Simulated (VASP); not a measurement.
# NaCl (Fm-3m) in VASP: notebook

Runs on NaCl. Level: LDA. Tasks: elastic constants.

All numbers are computed with VASP 6.6.1; they aren't measurements. Logs are shortened: lines on timing, memory, paths and dates and some standing lists are left out, and cuts for length are marked.

**1. The cell of the first run**

It takes space group Fm-3m (No. 225, cubic). Conventional cell: a = 5.464 Å, b = 5.464 Å, c = 5.464 Å, α = 90.00°, β = 90.00°, γ = 90.00°. Na (site symmetry m-3m) has 6 Cl at 2.73 Å within 3.6 Å. Within 3.6 Å of Cl (site symmetry m-3m) lie 6 Na at 2.73 Å.

**2. Elastic constants, LDA**

INCAR reads:

```
PREC = Accurate ; ENCUT = 600
EDIFF = 1E-8 ; ISMEAR = 0
SIGMA = 0.01 ; LREAL = F
LASPH = T ; NELM = 100
ALGO = Normal ; ISIF = 3
LWAVE = F ; LCHARG = F
IBRION = 6 ; NFREE = 2
POTIM = 0.015 ; NSW = 1
```

KPOINTS reads:

```
Automatic mesh
0
Gamma
  8 8 8
```

POSCAR reads:

```
NaCl
1.0
    0.0000000000      2.7321961668      2.7321961668
    2.7321961668      0.0000000000      2.7321961668
    2.7321961668      2.7321961668      0.0000000000
Na Cl
1 1
Direct
    0.0000000000      0.0000000000      0.0000000000
    0.5000000000      0.5000000000      0.5000000000
```

Potentials or basis: VASP PAW LDA potentials, release 64 (Na_pv, Cl).

Command:

```console
> cat potpaw_LDA.64/Na_pv/POTCAR potpaw_LDA.64/Cl/POTCAR > POTCAR
> mpirun -np 1 vasp_std > vasp.out
```

OUTCAR:

```text
PREC = Accurate
   ENCUT = 600
   EDIFF = 1E-8
   ISMEAR = 0
   LREAL = F
   LASPH = T
   NELM = 100
   ISIF = 3
   IBRION = 6
   NFREE = 2
   POTIM = 0.015
   NSW = 1

 ion  position               nearest neighbor table
   1  0.000  0.000  0.000-
   2  0.500  0.500  0.500-

  LATTYP: Found a face centered cubic cell.
 ALAT       =     5.4643923336

  Lattice vectors:

 A1 = (   0.0000000000,   2.7321961668,   2.7321961668)
 A2 = (   2.7321961668,   0.0000000000,   2.7321961668)
 A3 = (   2.7321961668,   2.7321961668,   0.0000000000)

Analysis of symmetry for initial positions (statically):
=====================================================================
 Subroutine PRICEL returns:
 Original cell was already a primitive cell.

 Routine SETGRP: Setting up the symmetry group for a
 face centered cubic supercell.

 Subroutine GETGRP returns: Found 48 space group operations
 (whereof 48 operations were pure point group operations)
 out of a pool of 48 trial point group operations.

The static configuration has the point symmetry O_h .

Analysis of symmetry for dynamics (positions and initial velocities):
=====================================================================
 Subroutine PRICEL returns:
 Original cell was already a primitive cell.

 Routine SETGRP: Setting up the symmetry group for a
 face centered cubic supercell.

 Subroutine GETGRP returns: Found 48 space group operations
 (whereof 48 operations were pure point group operations)
 out of a pool of 48 trial point group operations.

The dynamic configuration has the point symmetry O_h .

 Subroutine INISYM returns: Found 48 space group operations
 (whereof 48 operations are pure point group operations),
 and found     1 'primitive' translations

----------------------------------------------------------------------------------------

                                     Primitive cell

  volume of cell :      40.7911

  direct lattice vectors                    reciprocal lattice vectors
     0.000000000  2.732196167  2.732196167    -0.183002965  0.183002965  0.183002965
     2.732196167  0.000000000  2.732196167     0.183002965 -0.183002965  0.183002965
     2.732196167  2.732196167  0.000000000     0.183002965  0.183002965 -0.183002965

  length of vectors
     3.863908874  3.863908874  3.863908874     0.316970434  0.316970434  0.316970434

  position of ions in fractional coordinates (direct lattice)
     0.000000000  0.000000000  0.000000000
     0.500000000  0.500000000  0.500000000

  ion indices of the primitive-cell ions
   primitive index   ion index
                 1           1
                 2           2

----------------------------------------------------------------------------------------

 KPOINTS: Automatic mesh

Automatic generation of k-mesh.
 Grid dimensions read from file:
 generate k-points for:    8    8    8

 Generating k-lattice:

  Cartesian coordinates                     Fractional coordinates (reciprocal lattice)
    -0.022875371  0.022875371  0.022875371     0.125000000  0.000000000  0.000000000
     0.022875371 -0.022875371  0.022875371     0.000000000  0.125000000  0.000000000
     0.022875371  0.022875371 -0.022875371     0.000000000  0.000000000  0.125000000

  Length of vectors
     0.039621304  0.039621304  0.039621304

  Shift w.r.t. Gamma in fractional coordinates (k-lattice)
     0.000000000  0.000000000  0.000000000

 Subroutine IBZKPT returns following result:
 ===========================================

 Found     29 irreducible k-points:

 Following reciprocal coordinates:
            Coordinates               Weight
  0.000000  0.000000  0.000000      1.000000
  0.125000  0.000000  0.000000      8.000000
  0.250000  0.000000  0.000000      8.000000
  0.375000  0.000000  0.000000      8.000000
  0.500000  0.000000  0.000000      4.000000
  0.125000  0.125000  0.000000      6.000000
[... 16 lines left out ...]
  0.500000  0.250000  0.125000     48.000000
 -0.375000  0.250000  0.125000     24.000000
 [... further k-points ...]
[... 38 lines left out ...]
     AMIX_MAG =   1.60;   BMIX_MAG =  1.00
  volume/ion in A,a.u.               =      20.40       137.64
  Fermi-wavevector in a.u.,A,eV,Ry     =   1.146205  2.166013 17.875142  1.313786
  Thomas-Fermi vector in A             =   2.282890
   LORBIT       =      0    0 simple, 1 ext, 2 COOP (PROOUT), +10 PAW based schemes
   GGA     = CA    functional components
   LHFCALC =     F    Hartree Fock is set to
   AEXX    =    0.0000 exact exchange contribution
   IVDW    =     0    specifies the selected vdW correction
   LEPSILON=     F    determine dielectric tensor
   LRPA    =     F    only Hartree local field effects (RPA)
 finite differences with symmetry
 non-spin polarized calculation
 Gauss-broadening in eV      SIGMA  =   0.01
  energy-cutoff  :      600.00
  volume of cell :       40.79
 maximum number of plane-waves:      1380
   NGX = 15   NGY = 15   NGZ = 15

--------------------------------------- Ionic step        1  -------------------------------------------

 number of electron      14.0000003 magnetization

 Free energy of the ion-electron system (eV)
  ---------------------------------------------------
  ext. energy  EPLUGINS =         0.00000000
  ---------------------------------------------------
  free energy    TOTEN  =        -7.38939275 eV

  energy without entropy =       -7.38939275  energy(sigma->0) =       -7.38939275

------------------------ aborting loop because EDIFF is reached ----------------------------------------

  FORCE on cell =-STRESS in cart. coord.  units (eV):
  Direction    XX          YY          ZZ          XY          YZ          ZX
  --------------------------------------------------------------------------------------
  -------------------------------------------------------------------------------------
  Total        0.0060536      0.0060536      0.0060536      0.0000000      0.0000000      0.0000000
  in kB        0.2377698      0.2377698      0.2377698      0.0000000      0.0000000      0.0000000
  external PRESSURE =       0.2377698 kB  Pullay stress =       0.0000000 kB
[... 89 lines left out ...]
  FREE ENERGIE OF THE ION-ELECTRON SYSTEM (eV)
  ---------------------------------------------------
  free  energy   TOTEN  =        -7.3871192835 eV

  energy  without entropy=       -7.3871192835  energy(sigma->0) =       -7.38711928

[... ionic steps 4 to 14 ...]

--------------------------------------- Ionic step       15  -------------------------------------------

 number of electron      14.0000002 magnetization

------------------------ aborting loop because EDIFF is reached ----------------------------------------
[... 67 lines left out ...]
--------------------------------------- Ionic step       17  -------------------------------------------

 number of electron      14.0000002 magnetization

 Free energy of the ion-electron system (eV)
  ---------------------------------------------------
  ext. energy  EPLUGINS =         0.00000000
  ---------------------------------------------------
  free energy    TOTEN  =        -7.38918478 eV

  energy without entropy =       -7.38918478  energy(sigma->0) =       -7.38918478

 E-fermi :  -0.3080     XC(G=0):  -9.1377

 val. band max:       -0.3581802687   @ k =   0.0000   0.0000   0.0000
 cond. band min:       4.7228592511   @ k =   0.0000   0.0000   0.0000
 fundamental gap:      5.0810395198
 Fermi energy:        -0.3080463224

 k-point     1 :       0.0000    0.0000    0.0000
  band No.  band energies     occupation
      1     -20.9853      2.00000
      2     -20.9853      2.00000
      3     -20.9853      2.00000
      4     -13.1816      2.00000
      5      -0.3583      2.00000
      6      -0.3582      2.00000
      7      -0.3582      2.00000
      8       4.7229      0.00000
      9      10.5715      0.00000
     10      10.5715      0.00000
     11      10.5715      0.00000
[... 309 lines left out ...]
 k-point    24 :      -0.3750    0.2500    0.1250
  band No.  band energies     occupation
      1     -21.0240      2.00000
      2     -20.9983      2.00000
      3     -20.9921      2.00000
      4     -12.6707      2.00000
      5      -2.3679      2.00000
      6      -1.3030      2.00000
      7      -0.8711      2.00000
      8       7.8536      0.00000
      9       9.2164      0.00000
     10       9.9968      0.00000
     11      11.4149      0.00000

 [... further k-points ...]

------------------------ aborting loop because EDIFF is reached ----------------------------------------

  FORCE on cell =-STRESS in cart. coord.  units (eV):
  Direction    XX          YY          ZZ          XY          YZ          ZX
  --------------------------------------------------------------------------------------
  -------------------------------------------------------------------------------------
  Total        0.0098162      0.0065258      0.0065258      0.0000000      0.0000000      0.0000000
  in kB        0.3855579      0.2563180      0.2563180      0.0000000      0.0000000      0.0000000
  external PRESSURE =       0.2993980 kB  Pullay stress =       0.0000000 kB
[... 17 lines left out ...]
  FREE ENERGIE OF THE ION-ELECTRON SYSTEM (eV)
  ---------------------------------------------------
  free  energy   TOTEN  =        -7.3891847763 eV

  energy  without entropy=       -7.3891847763  energy(sigma->0) =       -7.38918478

 INTERNAL STRAIN TENSORS FROM STRAINED CELLS
 ============================================

 INTERNAL STRAIN TENSOR FOR ION    1 for displacements in x,y,z  (eV/Angst):
          X           Y           Z          XY          YZ          ZX
  --------------------------------------------------------------------------------
  x    -0.00000     0.00000    -0.00000    -0.00000     0.00000     0.00000
  y     0.00000     0.00000     0.00000    -0.00000    -0.00000    -0.00000
  z    -0.00000     0.00000     0.00000     0.00000     0.00000     0.00000

 INTERNAL STRAIN TENSORS FROM DISPLACED ATOMS
 ============================================

 INTERNAL STRAIN TENSOR FOR ION    1 for displacements in x,y,z  (eV/Angst):
          X           Y           Z          XY          YZ          ZX
  --------------------------------------------------------------------------------
  x     0.00000     0.00000     0.00000     0.00000     0.00000     0.00000
  y     0.00000     0.00000     0.00000     0.00000     0.00000     0.00000
  z     0.00000     0.00000     0.00000     0.00000     0.00000     0.00000

 INTERNAL STRAIN TENSOR FOR ION    2 for displacements in x,y,z  (eV/Angst):
          X           Y           Z          XY          YZ          ZX
  --------------------------------------------------------------------------------
  x     0.00000     0.00000     0.00000     0.00000     0.00000     0.00000
  y     0.00000     0.00000     0.00000     0.00000     0.00000     0.00000
  z     0.00000     0.00000     0.00000     0.00000     0.00000     0.00000

 Eigenvectors and eigenvalues of the dynamical matrix
 ----------------------------------------------------

   1 f  =    5.682710 THz    35.705517 2PiTHz  189.554786 cm-1    23.501788 meV
             X         Y         Z           dx          dy          dz
      0.000000  0.000000  0.000000    -0.000000   -0.778498    0.000000
      2.732196  2.732196  2.732196     0.000000    0.627647    0.000000
[... 21 lines left out ...]
   6 f/i=    0.003289 THz     0.020664 2PiTHz    0.109701 cm-1     0.013601 meV
             X         Y         Z           dx          dy          dz
      0.000000  0.000000  0.000000    -0.169023    0.604460    0.000000
      2.732196  2.732196  2.732196    -0.209647    0.749739    0.000000

--------------------------------------------------------------------------------------------------------

 ELASTIC MODULI CONTR FROM IONIC RELAXATION (kBar)
 Direction    XX          YY          ZZ          XY          YZ          ZX
 --------------------------------------------------------------------------------
 XX           0.0000      0.0000      0.0000      0.0000      0.0000      0.0000
 YY           0.0000      0.0000      0.0000      0.0000      0.0000      0.0000
 ZZ           0.0000      0.0000      0.0000      0.0000      0.0000      0.0000
 XY           0.0000      0.0000      0.0000      0.0000      0.0000      0.0000
 YZ           0.0000      0.0000      0.0000      0.0000      0.0000      0.0000
 ZX           0.0000      0.0000      0.0000      0.0000      0.0000      0.0000
 --------------------------------------------------------------------------------

 TOTAL ELASTIC MODULI (kBar)
 Direction    XX          YY          ZZ          XY          YZ          ZX
 --------------------------------------------------------------------------------
 XX         710.0755    130.9872    130.9872      0.0000     -0.0000      0.0000
 YY         130.9872    710.0755    130.9872     -0.0000      0.0000      0.0000
 ZZ         130.9872    130.9872    710.0755      0.0000      0.0000      0.0000
 XY           0.0000     -0.0000      0.0000    128.7656     -0.0000      0.0000
 YZ          -0.0000      0.0000      0.0000     -0.0000    128.7656      0.0000
 ZX           0.0000      0.0000      0.0000      0.0000      0.0000    128.7656
 --------------------------------------------------------------------------------
```

It took 7.5 min on 1 thread of Oxide Virtual Turin-like, shared host; peak memory 0.22 GiB.

What came out:

```yaml
Elastic_constants_C11_C12_C44: 71, 13, 13 GPa
Voigt_bulk_modulus: 32 GPa
Highest_phonon_frequency_at_Γ_LO-TO_splitting_left_out: 190 cm⁻¹
```

Phonon frequencies in cm⁻¹ (negative: imaginary):
```tsv
q point	frequencies
(0.000, 0.000, 0.000)	0 0 0 190 190 190
```

Elastic tensor in Voigt notation (GPa, in the Cartesian axes of the cell as first typed):
```
71 13 13  0  0  0
13 71 13  0  0  0
13 13 71  0  0  0
 0  0  0 13  0  0
 0  0  0  0 13  0
 0  0  0  0  0 13
```

Clamped-ion elastic tensor (GPa):
```
71 13 13  0  0  0
13 71 13  0  0  0
13 13 71  0  0  0
 0  0  0 13  0  0
 0  0  0  0 13  0
 0  0  0  0  0 13
```

**3. Elastic constants, LDA**

INCAR reads:

```
SYSTEM = NaCl
PREC = Accurate
ENCUT = 600
EDIFF = 1E-8
ISMEAR = 0
SIGMA = 0.01
LREAL = .False.
LASPH = .True.
NELM = 100
ALGO = Normal
ISIF = 3
LWAVE = .False.
LCHARG = .False.
GGA = CA
IBRION = 6
NFREE = 2
POTIM = 0.015
NSW = 1
```

KPOINTS reads:

```
Automatic mesh
0
Gamma
  8 8 8
  0 0 0
```

POSCAR is that of step 2.

Potentials or basis: VASP PAW LDA potentials, release 64 (Na_pv, Cl).

Command:

```console
> cat potpaw_LDA.64/Na_pv/POTCAR potpaw_LDA.64/Cl/POTCAR > POTCAR
> mpirun -np 1 vasp_std > vasp.out
```

Wall time 8.8 min (1 thread of Oxide Virtual Turin-like, shared host); peak memory 0.22 GiB.

It converged, with:

| Property | Result |
| --- | --- |
| Elastic constants C11, C12, C44 | 71, 13, 13 GPa |
| Voigt bulk modulus | 32 GPa |
| Highest phonon frequency at Γ, LO-TO splitting left out | 190 cm⁻¹ |

Phonon frequencies in cm⁻¹ (negative: imaginary):
| q point | frequencies |
| --- | --- |
| (0.000, 0.000, 0.000) | 0 0 0 190 190 190 |

Elastic tensor in Voigt notation (GPa, in the Cartesian axes of the cell as first typed):
```
71 13 13  0  0  0
13 71 13  0  0  0
13 13 71  0  0  0
 0  0  0 13  0  0
 0  0  0  0 13  0
 0  0  0  0  0 13
```

Clamped-ion elastic tensor (GPa):
```
71 13 13  0  0  0
13 71 13  0  0  0
13 13 71  0  0  0
 0  0  0 13  0  0
 0  0  0  0 13  0
 0  0  0  0  0 13
```
